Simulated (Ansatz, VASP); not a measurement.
**BaO in VASP and in Ansatz**

The input INCAR:

```
SYSTEM = BaO
  PREC = Accurate
  ENCUT = 600
  EDIFF = 1E-6
  ISMEAR = 0
  SIGMA = 0.02
  LREAL = .FALSE.
  LASPH = .TRUE.
  NELM = 120
  ALGO = Normal
  ISIF = 2
  LWAVE = .FALSE.
  LCHARG = .TRUE.
  GGA = PE
  LELF = .TRUE.
  LVHAR = .TRUE.
  NBANDS = 15
  GGA_COMPAT = .FALSE.
```

KPOINTS

```
regular mesh
0
G
  8 8 8
  0 0 0
```

POSCAR

```
BaO
1.0
    0.0000000000      2.7870116207      2.7870116207
    2.7870116207      0.0000000000      2.7870116207
    2.7870116207      2.7870116207      0.0000000000
Ba O
1 1
Direct
    0.0000000000      0.0000000000      0.0000000000
    0.5000000000      0.5000000000      0.5000000000
```

Input for Ansatz:

```yaml
crystal:
  lattice:
    - [0.0, 2.7870116212, 2.7870116212]
    - [2.7870116212, 0.0, 2.7870116212]
    - [2.7870116212, 2.7870116212, 0.0]
  atoms:
    - { symbol: Ba, position: [0.0, 0.0, 0.0] }
    - { symbol: O, position: [0.5, 0.5, 0.5] }
basis:
  ecutwfc: 420
kpoints:
  mp_grid: { grid: [8, 8, 8] }
  band_path:
    path:
      - [[0.0, 0.0, 0.0], [0.5, 0.0, 0.5], [0.625, 0.25, 0.625]]
      - [[0.375, 0.375, 0.75], [0.0, 0.0, 0.0], [0.5, 0.5, 0.5], [0.5, 0.25, 0.75], [0.5, 0.0, 0.5]]
    npoints: 10
hamiltonian:
  xc: pbe
  pseudopotentials: { kind: paw, azcp: { folder: soft_1 } }
scf:
  occupations: { method: gaussian, width: 0.02 }
  n_extra_bands: 7
output:
  forces: true
  stress: true
  eigenvalues: true
```

Alike in both runs: task single point; functional PBE; k mesh 8 × 8 × 8; occupations gaussian, width 0.02 eV; no spin polarisation.

```csv
,VASP,Ansatz
version,VASP 6.6.1,Ansatz 0.2.0
potentials or method,"VASP PAW PBE potentials, release 64 (Ba_sv, O), cutoff 600 eV","scalar-relativistic, plane waves, PAW"
valence electrons in the cell,16,16
```

Ansatz gave:

```
gap on the k mesh at the Fermi level (eV) : 2.10
least direct gap on the mesh (eV)         : 2.10
pressure (GPa)                            : 0.0
```

Question: Which values does VASP return?

Answer: gap on the k mesh at the Fermi level (eV): 2.04; least direct gap on the mesh (eV): 2.04; pressure (GPa): 1.5.

With one functional, cell and mesh, what is left measures potentials, basis and numerics.

Neither program's run includes spin-orbit coupling.
